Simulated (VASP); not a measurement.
## SnSe: single point with PBE+D3(BJ)

The system is SnSe.

```
Sn Se
1.0
     3.95165    0.00000    0.00000
     1.97582    3.42223    0.00000
     1.97582    1.14074    3.22651
Sn Se
1 1
Direct
  0.00000 0.00000 0.00000
  0.50000 0.50000 0.50000
```

```
Program                : VASP 6.6.1
Task                   : single point
Functional             : PBE
Dispersion             : D3(BJ)
Potentials or basis    : VASP PAW PBE potentials, release 64 (Sn_d, Se)
Cutoff                 : 520 eV
k mesh                 : 8 × 8 × 8
Occupations            : gaussian, width 0.15 eV
Spin                   : collinear spin, ferromagnetic start
Starting moments       : [0.5, 0.0] μB
Dipole correction      : no
Further INCAR settings : ALGO = Normal; EDIFF = 1e-07; NBANDS = 21
```

* Pressure: 16.6 GPa
* Band gap on the k mesh: 0.52 eV, indirect (least direct gap 0.58 eV)
* Net moment: 0.00 μB per cell
* Valence electrons inside the program's atomic spheres: Sn 12.28; Se 3.91
* Dispersion energy per atom: -0.444 eV

Levels at points of the mesh, in eV from the valence-band top:
Spin up:
```
           k point  band 6  band 7  band 8  band 9  band 10  band 11  band 12  band 13  band 14  band 15
(0.00, 0.00, 0.00)  -15.98   -4.54   -3.24   -3.24    -3.24     4.83     4.83     4.83     5.19     5.19
(0.50, 0.00, 0.00)  -14.48   -9.78   -2.92   -2.92    -0.55     0.68     0.68     1.22     8.55    10.10
(0.50, 0.50, 0.00)  -13.90   -7.54   -6.45   -5.16    -5.16     1.82     6.35     6.35     7.16    10.86
```
Spin down:
| k point | band 8 | band 9 | band 10 | band 11 | band 12 | band 13 |
| --- | --- | --- | --- | --- | --- | --- |
| (0.00, 0.00, 0.00) | -3.24 | -3.24 | -3.24 | 4.83 | 4.83 | 4.83 |
| (0.50, 0.00, 0.00) | -2.92 | -2.92 | -0.55 | 0.68 | 0.68 | 1.22 |
| (0.50, 0.50, 0.00) | -6.45 | -5.16 | -5.16 | 1.82 | 6.35 | 6.35 |

Run time: 51 s on 1 thread of Intel(R) Xeon(R) Platinum 8375C CPU @ 2.90GHz (Ice Lake) (shared host), peak memory 0.22 GiB.

Caveat: spin-orbit coupling is left out, which moves the levels of the heavy elements. A k mesh can miss the band edges.
